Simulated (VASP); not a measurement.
Write the native input for VASP 6.6.1 that does the following.

| Item | Value |
| --- | --- |
| Task | single point |
| Functional | LDA |
| Potentials or basis | VASP PAW LDA potentials, release 64 (C) |
| Cutoff | 600 eV |
| k mesh | 10 × 10 × 10 |
| Occupations | gaussian, width 0.1 eV |
| Spin | no spin polarisation |
| Dipole correction | no |
| Further INCAR settings | ALGO = Normal; EDIFF = 1e-06; NBANDS = 11 |

The structure of C lies in POSCAR:

```
C
1.0
    0.0000000000      1.7657957124      1.7657957124
    1.7657957124      0.0000000000      1.7657957124
    1.7657957124      1.7657957124      0.0000000000
C
2
Direct
    0.0000000000      0.0000000000      0.0000000000
    0.2500000000      0.2500000000      0.2500000000
```

The input as run:

INCAR

```
SYSTEM = C
PREC     = Accurate       ! precision mode
ENCUT    = 600            ! plane-wave cutoff, eV
EDIFF    = 1E-6           ! SCF threshold, eV
ISMEAR   = 0              ! smearing method
SIGMA    = 0.1            ! smearing width, eV
LREAL    = .FALSE.        ! projectors in reciprocal space
LASPH    = .TRUE.         ! aspherical terms in the spheres
NELM     = 120            ! most SCF steps
ALGO     = Normal         ! electronic algorithm
ISIF     = 2              ! what is computed and relaxed
LWAVE    = .FALSE.        ! write WAVECAR
LCHARG   = .FALSE.        ! write CHGCAR
NBANDS   = 11             ! bands
GGA_COMPAT= .FALSE.
```

KPOINTS

```
regular mesh
0
G
  10 10 10
  0 0 0
```

Potentials or basis: VASP PAW LDA potentials, release 64 (C).

The run is started by

```sh
$ cat potpaw_LDA.64/C/POTCAR > POTCAR
$ mpirun -np 1 vasp_std > vasp.out
```

Results of the run:

```
Pressure               : 0.9 GPa
Band gap on the k mesh : 4.20 eV, indirect (least direct gap 5.63 eV)
```

Run time: 10 s on 1 thread of Intel Xeon 8259CL (shared host), peak memory 0.11 GiB.
